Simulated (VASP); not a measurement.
Crystal: Na.

```
Na
1.0
     5.39000    0.00000    0.00000
     0.00000    5.39000    0.00000
     0.00000    0.00000    5.39000
Na
4
Direct
  0.00000 0.00000 0.00000
  0.00000 0.50000 0.50000
  0.50000 0.00000 0.50000
  0.50000 0.50000 0.00000
```

This isn't the form of Na at room conditions, which is bcc.

| Property | Result |
| --- | --- |
| Program | VASP 6.6.1 |
| Task | relaxation of volume and atoms at fixed shape |
| Functional | PBEsol |
| Potentials or basis | VASP PAW PBE potentials, release 64 (Na_pv) |
| Cutoff | 600 eV |
| k mesh | 5 × 5 × 5 |
| Occupations | methfessel-paxton, width 0.1 eV |
| Spin | no spin polarisation |

At the start: pressure -0.5 GPa; volume 39.15 Å³/atom.

Q: How do energy, volume and symmetry change on relaxing?

A: Over 4 steps the energy falls by 5.5 meV/atom and the volume is 36.00 Å³/atom (-8.0 %); space group Fm-3m (No. 225, to 0.1 Å) before and after.

The path:
| step | energy change (eV) | largest force (eV/Å) | pressure (GPa) | volume (Å³) |
| --- | --- | --- | --- | --- |
| 1 | 0.0000 | 0.0000 | -0.54 | 156.59 |
| 2 | -0.0090 | 0.0000 | -0.43 | 153.62 |
| 3 | -0.0214 | 0.0000 | -0.11 | 146.36 |
| 4 | -0.0220 | 0.0000 | 0.02 | 144.00 |

Final structure:
```cif
data_structure
_symmetry_space_group_name_H-M 'P 1'
_symmetry_Int_Tables_number 1
_cell_length_a 5.2415
_cell_length_b 5.2415
_cell_length_c 5.2415
_cell_angle_alpha 90.000
_cell_angle_beta 90.000
_cell_angle_gamma 90.000
_cell_volume 144.00
loop_
_atom_site_label
_atom_site_type_symbol
_atom_site_fract_x
_atom_site_fract_y
_atom_site_fract_z
_atom_site_occupancy
Na1 Na 0.00000 0.00000 0.00000 1
Na2 Na 0.00000 0.50000 0.50000 1
Na3 Na 0.50000 0.00000 0.50000 1
Na4 Na 0.50000 0.50000 0.00000 1
```

Caveat: the PAW data sets were made with another functional, which shifts forces and pressure a little.
